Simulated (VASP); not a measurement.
Input of a VASP 6.6.1 run:

INCAR

```
PREC = Accurate
ENCUT = 520
EDIFF = 1E-6
ISMEAR = 0
SIGMA = 0.15
LREAL = False
LASPH = True
NELM = 60
ALGO = Fast
ISIF = 2
LWAVE = False
LCHARG = False
GGA = PE
NBANDS = 13
```

The input KPOINTS:

```
Automatic mesh
0
Gamma
  20 20 20
```

Contents of POSCAR:

```
W
1.0
    0.0000000000      2.0300000000      2.0909000000
    2.0300000000      0.0000000000      2.0909000000
    2.0300000000      2.0300000000      0.0000000000
W
1
Direct
    0.0000000000      0.0000000000      0.0000000000
```

Potentials or basis: VASP PAW PBE potentials, release 64 (W_sv).

Run with:

```sh
$ cat potpaw_PBE.64/W_sv/POTCAR > POTCAR
$ mpirun -np 1 vasp_std > vasp.out
```

Q: What does it give for the pressure?

A: -11.7 GPa.

Q: What does it give for the band gap on the k mesh?

A: Zero (bands 7 and 8 overlap by 3.43 eV).

Stress tensor (GPa, compression positive):
```
-14.27   0.00   0.00
  0.00 -14.27   0.00
  0.00   0.00  -6.49
```

Caveat: the cell differs from its parent crystal (strain +0.000 along x and y, +0.030 along z); the cell stands under tension; spin-orbit coupling is left out, which moves the levels of the heavy elements.
